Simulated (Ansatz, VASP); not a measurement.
## Two plane-wave programs on Pt

```
Pt
1.0
    -1.70035    1.70035    1.36788
     1.70035   -1.70035    1.36788
     1.70035    1.70035   -1.36788
Pt
1
Direct
  0.50000 0.50000 0.00000
```

Alike in both runs: task single point; functional PBE; k mesh 8 × 8 × 8; occupations gaussian, width 0.1 eV; no spin polarisation.

|  | VASP | Ansatz |
| --- | --- | --- |
| version | VASP 6.6.1 | Ansatz 0.2.0 |
| potentials or method | VASP PAW PBE potentials, release 64 (Pt), cutoff 520 eV | scalar-relativistic, plane waves, PAW |
| valence electrons in the cell | 10 | 18 |

```csv
,VASP,Ansatz,Ansatz less VASP
gap on the k mesh at the Fermi level (eV),none,none,-
pressure (GPa),0.5,1.0,+0.51
"traceless stress, the component that is largest in VASP (GPa)",-0.15,-0.17,-0.024
```

A gap of «none» marks a metal or a gap that the smearing closes. VASP's potentials hold 10 valence electrons a cell and Ansatz's 18, so a difference there can come from the potentials and not from the codes.

The k mesh is coarse, so the values compare programs but aren't converged. Neither program's run includes spin-orbit coupling.
